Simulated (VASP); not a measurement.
# C in VASP: a series of runs

Aim: see how the results for C move with the level of theory and the settings. Levels: LDA, PBEsol. Tasks: single point.

Everything below comes from runs of VASP 6.6.1. Logs are shortened: lines on timing, memory, paths and dates and some standing lists are left out, and cuts for length are marked.

## (1) The cell of the first run

The cell holds a slab with vacuum, 4 atoms: a = 2.472 Å, b = 2.472 Å, c = 24.294 Å, α = 90.00°, β = 90.00°, γ = 120.00°.

## (2) Single point, LDA (volume scaled by 1.02)

Contents of INCAR:

```
SYSTEM = C
PREC     = Accurate       ! precision mode
ENCUT    = 520            ! plane-wave cutoff, eV
EDIFF    = 1E-6           ! SCF threshold, eV
ISMEAR   = -1             ! smearing method
SIGMA    = 0.05           ! smearing width, eV
LREAL    = .FALSE.        ! projectors in reciprocal space
LASPH    = .TRUE.         ! aspherical terms in the spheres
NELM     = 100            ! most SCF steps
ALGO     = Normal         ! electronic algorithm
ISIF     = 2              ! what is computed and relaxed
LWAVE    = .FALSE.        ! write WAVECAR
LCHARG   = .FALSE.        ! write CHGCAR
GGA      = CA             ! functional
NBANDS   = 16             ! bands
```

Contents of KPOINTS:

```
Automatic mesh
0
G
  12 12 2
  0 0 0
```

Contents of POSCAR:

```
C
1.0
    2.4724943874      0.0000000000      0.0000000000
   -1.2362471937      2.1412429502      0.0000000000
    0.0000000000      0.0000000000     24.2937923774
C
4
Direct
    0.6666666667      0.3333333333      0.5704754400
    0.3333333333      0.6666666667      0.4295245600
    0.0000000000      0.0000000000      0.4295312300
    0.0000000000      0.0000000000      0.5704687700
```

Potentials or basis: VASP PAW LDA potentials, release 64 (C).

On the command line:

```sh
$ cat potpaw_LDA.64/C/POTCAR > POTCAR
$ mpirun -np 1 vasp_std > vasp.out
```

OUTCAR:

```text
SYSTEM = C
   PREC = Accurate
   ENCUT = 520
   EDIFF = 1E-6
   ISMEAR = -1
   LREAL = .FALSE.
   LASPH = .TRUE.
   NELM = 100
   ISIF = 2
   GGA = CA

 ion  position               nearest neighbor table
   1  0.667  0.333  0.570-   4 1.43   4 1.43   4 1.43
   2  0.333  0.667  0.430-   3 1.43   3 1.43   3 1.43
   3  0.000  0.000  0.430-   2 1.43   2 1.43   2 1.43
   4  0.000  0.000  0.570-   1 1.43   1 1.43   1 1.43

  LATTYP: Found a hexagonal cell.
 ALAT       =     2.4724943874
 C/A-ratio  =     9.8256208391

  Lattice vectors:

 A1 = (   2.4724943874,   0.0000000000,   0.0000000000)
 A2 = (  -1.2362471937,   2.1412429502,   0.0000000000)
 A3 = (   0.0000000000,   0.0000000000,  24.2937923774)

Analysis of symmetry for initial positions (statically):
=====================================================================
 Subroutine PRICEL returns:
 Original cell was already a primitive cell.

 Routine SETGRP: Setting up the symmetry group for a
 hexagonal supercell.

 Subroutine GETGRP returns: Found 12 space group operations
 (whereof 12 operations were pure point group operations)
 out of a pool of 24 trial point group operations.

The static configuration has the point symmetry D_3d.

Analysis of symmetry for dynamics (positions and initial velocities):
=====================================================================
 Subroutine PRICEL returns:
 Original cell was already a primitive cell.

 Routine SETGRP: Setting up the symmetry group for a
 hexagonal supercell.

 Subroutine GETGRP returns: Found 12 space group operations
 (whereof 12 operations were pure point group operations)
 out of a pool of 24 trial point group operations.

The dynamic configuration has the point symmetry D_3d.

 Subroutine INISYM returns: Found 12 space group operations
 (whereof 12 operations are pure point group operations),
 and found     1 'primitive' translations

----------------------------------------------------------------------------------------

                                     Primitive cell

  volume of cell :     128.6165

  direct lattice vectors                    reciprocal lattice vectors
     2.472494387  0.000000000  0.000000000     0.404449856  0.233509233  0.000000000
    -1.236247194  2.141242950  0.000000000     0.000000000  0.467018467  0.000000000
     0.000000000  0.000000000 24.293792377     0.000000000  0.000000000  0.041162779

  length of vectors
     2.472494387  2.472494387 24.293792377     0.467018467  0.467018467  0.041162779

  position of ions in fractional coordinates (direct lattice)
     0.666666667  0.333333333  0.570475440
     0.333333333  0.666666667  0.429524560
     0.000000000  0.000000000  0.429531230
     0.000000000  0.000000000  0.570468770

  ion indices of the primitive-cell ions
   primitive index   ion index
                 1           1
                 2           2
                 3           3
                 4           4

----------------------------------------------------------------------------------------

 KPOINTS: Automatic mesh

Automatic generation of k-mesh.
 Grid dimensions read from file:
 generate k-points for:   12   12    2

 Generating k-lattice:

  Cartesian coordinates                     Fractional coordinates (reciprocal lattice)
     0.033704155  0.019459103  0.000000000     0.083333333  0.000000000  0.000000000
     0.000000000  0.038918206  0.000000000     0.000000000  0.083333333  0.000000000
     0.000000000  0.000000000  0.020581389     0.000000000  0.000000000  0.500000000

  Length of vectors
     0.038918206  0.038918206  0.020581389

  Shift w.r.t. Gamma in fractional coordinates (k-lattice)
     0.000000000  0.000000000  0.000000000

 Subroutine IBZKPT returns following result:
 ===========================================

 Found     38 irreducible k-points:

 Following reciprocal coordinates:
            Coordinates               Weight
  0.000000  0.000000  0.000000      1.000000
  0.083333  0.000000  0.000000      6.000000
  0.166667  0.000000  0.000000      6.000000
  0.250000  0.000000  0.000000      6.000000
  0.333333  0.000000  0.000000      6.000000
  0.416667  0.000000  0.000000      6.000000
[... 16 lines left out ...]
  0.250000  0.000000  0.500000      6.000000
  0.333333  0.000000  0.500000      6.000000
 [... further k-points ...]
   k-points           NKPTS =     38   k-points in BZ     NKDIM =     38   number of bands    NBANDS=     16
   number of dos      NEDOS =    301   number of ions     NIONS =      4
   total plane-waves  NPLWV =  62208
   dimension x,y,z NGX =    18 NGY =   18 NGZ =  192
   dimension x,y,z NGXF=    36 NGYF=   36 NGZF=  384
   ions per type =               4
   NGX,Y,Z   is equivalent  to a cutoff of  12.10, 12.10, 13.14 a.u.
   NGXF,Y,Z  is equivalent  to a cutoff of  24.21, 24.21, 26.28 a.u.
 SYSTEM =  C
   PREC   = accura    normal or accurate (medium, high low for compatibility)
   ISTART =      0    job   : 0-new  1-cont  2-samecut
   ICHARG =      2    charge: 1-file 2-atom 10-const
   ISPIN  =      1    spin polarized calculation?
   LNONCOLLINEAR =      F non collinear calculations
   LSORBIT =      F    spin-orbit coupling
   LASPH  =      T    aspherical Exc in radial PAW
   ENCUT  =  520.0 eV  38.22 Ry    6.18 a.u.   4.60  4.60 45.17*2*pi/ulx,y,z
   NELM   =    100;   NELMIN=  2; NELMDL= -5     # of ELM steps
   EDIFF  = 0.1E-05   stopping-criterion for ELM
   LREAL  =      F    real-space projection
   EDIFFG = 0.1E-04   stopping-criterion for IOM
   NSW    =      0    number of steps for IOM
   IBRION =     -1    ionic relax: 0-MD 1-quasi-New 2-CG
   NFREE  =      0    steps in history (QN), initial steepest desc. (CG)
   ISIF   =      2    stress and relaxation
   ISYM   =      2    0-nonsym 1-usesym 2-fastsym
   POTIM  = 0.5000    time-step for ionic-motion
   TEBEG  =    0.0;   TEEND  =   0.0 temperature during run
   PSTRESS=    0.0 pullay stress
   NELECT =      16.0000    total number of electrons
   NUPDOWN=      -1.0000    fix difference up-down
   EMIN   =  10.00;   EMAX   =-10.00  energy-range for DOS
   EFERMI =   0.00;   METHOD = LEGACY
   ISMEAR =    -1;   SIGMA  =   0.05  broadening in eV -4-tet -1-fermi 0-gaus
   EFERMI_NEDOS =   21; number of points for ismear=-14 and -15
   IALGO  =     38    algorithm
   IMIX   =      4    mixing-type and parameters
     AMIX     =   0.40;   BMIX     =  1.00
     AMIX_MAG =   1.60;   BMIX_MAG =  1.00
  volume/ion in A,a.u.               =      32.15       216.99
  Fermi-wavevector in a.u.,A,eV,Ry     =   0.817239  1.544359  9.087062  0.667880
  Thomas-Fermi vector in A             =   1.927652
   LORBIT       =      0    0 simple, 1 ext, 2 COOP (PROOUT), +10 PAW based schemes
   GGA     = CA    functional components
   LHFCALC =     F    Hartree Fock is set to
   AEXX    =    0.0000 exact exchange contribution
   IVDW    =     0    specifies the selected vdW correction
   LEPSILON=     F    determine dielectric tensor
   LRPA    =     F    only Hartree local field effects (RPA)
 non-spin polarized calculation
  energy-cutoff  :      520.00
  volume of cell :      128.62
 maximum number of plane-waves:      3512
   NGX =  9   NGY =  9   NGZ = 91

 number of electron      15.9999996 magnetization

 Free energy of the ion-electron system (eV)
  ---------------------------------------------------
  ext. energy  EPLUGINS =         0.00000000
  ---------------------------------------------------
  free energy    TOTEN  =       -40.36576410 eV

  energy without entropy =      -40.36379879  energy(sigma->0) =      -40.36478144

 E-fermi :  -2.0775     XC(G=0):  -3.3367

 val. band max:       -2.0775309180   @ k =   0.3333   0.3333   0.0000
 cond. band min:      -1.7578235092   @ k =   0.3333   0.3333   0.5000
 fundamental gap:      0.3197074089
 Fermi energy:        -2.0774685400

 k-point     1 :       0.0000    0.0000    0.0000
  band No.  band energies     occupation
      1     -21.3640      2.00000
      2     -21.2260      2.00000
      3     -10.1091      2.00000
      4      -9.1825      2.00000
      5      -5.1013      2.00000
      6      -5.1013      2.00000
[... 8 lines left out ...]
     15       5.0229      0.00000
     16       6.1357      0.00000

 k-point     2 :       0.0833    0.0000    0.0000
  band No.  band energies     occupation
      1     -21.2010      2.00000
      2     -21.0645      2.00000
      3      -9.9113      2.00000
      4      -8.9909      2.00000
      5      -5.7368      2.00000
      6      -5.7226      2.00000
[... 8 lines left out ...]
     15       5.2437      0.00000
     16       6.2098      0.00000

 k-point     3 :       0.1667    0.0000    0.0000
  band No.  band energies     occupation
      1     -20.7135      2.00000
      2     -20.5814      2.00000
      3      -9.3226      2.00000
      4      -8.4215      2.00000
      5      -7.3418      2.00000
      6      -7.3140      2.00000
[... 8 lines left out ...]
     15       5.8883      0.00000
     16       6.1631      0.00000

 k-point     4 :       0.2500    0.0000    0.0000
  band No.  band energies     occupation
      1     -19.9075      2.00000
      2     -19.7824      2.00000
      3      -9.4069      2.00000
      4      -9.3634      2.00000
      5      -8.3596      2.00000
      6      -7.4955      2.00000
[... 8 lines left out ...]
     15       5.5266      0.00000
     16       5.8780      0.00000
[... 324 lines left out ...]
 k-point    22 :       0.1667    0.0000    0.5000
  band No.  band energies     occupation
      1     -20.7135      2.00000
      2     -20.5814      2.00000
      3      -9.3226      2.00000
      4      -8.4215      2.00000
      5      -7.3418      2.00000
      6      -7.3140      2.00000
[... 8 lines left out ...]
     15       6.1332      0.00000
     16       6.2189      0.00000

 k-point    23 :       0.2500    0.0000    0.5000
  band No.  band energies     occupation
      1     -19.9075      2.00000
      2     -19.7824      2.00000
      3      -9.4069      2.00000
      4      -9.3634      2.00000
      5      -8.3596      2.00000
      6      -7.4955      2.00000
[... 8 lines left out ...]
     15       5.8460      0.00000
     16       5.9050      0.00000

 k-point    24 :       0.3333    0.0000    0.5000
  band No.  band energies     occupation
      1     -18.7945      2.00000
      2     -18.6791      2.00000
      3     -11.5825      2.00000
      4     -11.5231      2.00000
      5      -7.8241      2.00000
      6      -7.8018      2.00000
[... 8 lines left out ...]
     15       6.2529      0.00000
     16       6.6081      0.00000

 [... further k-points ...]
[... 5 lines left out ...]
  --------------------------------------------------------------------------------------
  -------------------------------------------------------------------------------------
  Total       -2.7879879     -2.7879879     -0.1273999      0.0000000      0.0000000      0.0000000
  in kB      -34.7300086    -34.7300086     -1.5870226      0.0000000      0.0000000      0.0000000
  external PRESSURE =     -23.6823466 kB  Pullay stress =       0.0000000 kB

 VOLUME and BASIS-vectors are now :
 -----------------------------------------------------------------------------
  energy-cutoff  :      520.00
  volume of cell :      128.62
      direct lattice vectors                 reciprocal lattice vectors
     2.472494387  0.000000000  0.000000000     0.404449856  0.233509233  0.000000000
    -1.236247194  2.141242950  0.000000000     0.000000000  0.467018467  0.000000000
     0.000000000  0.000000000 24.293792377     0.000000000  0.000000000  0.041162779

 POSITION                                       TOTAL-FORCE (eV/Angst)
 -----------------------------------------------------------------------------------
      1.23625      0.71375     13.85901        -0.000000     -0.000000     -0.004964
     -0.00000      1.42750     10.43478         0.000000      0.000000      0.004964
      0.00000      0.00000     10.43494        -0.000000      0.000000      0.024564
      0.00000      0.00000     13.85885         0.000000     -0.000000     -0.024564
 -----------------------------------------------------------------------------------
    total drift:                               -0.000000      0.000000      0.000000

  FREE ENERGIE OF THE ION-ELECTRON SYSTEM (eV)
  ---------------------------------------------------
  free  energy   TOTEN  =       -40.3657640956 eV

  energy  without entropy=      -40.3637987899  energy(sigma->0) =      -40.36478144
```

Run time: 78 s. Hardware: 1 thread of Intel Xeon Platinum 8488C (Sapphire Rapids), shared host; peak memory 0.21 GiB.

What came out:

```
Free energy            : -40.3658 eV
Largest force          : 0.025 eV/Å
Band gap on the k mesh : zero (filled and empty bands touch)
```

Forces on the atoms (eV/Å):
```
C    0.000  0.000 -0.005
C    0.000  0.000  0.005
C    0.000  0.000  0.025
C    0.000  0.000 -0.025
```

(Part 1 of 2 ends here.)
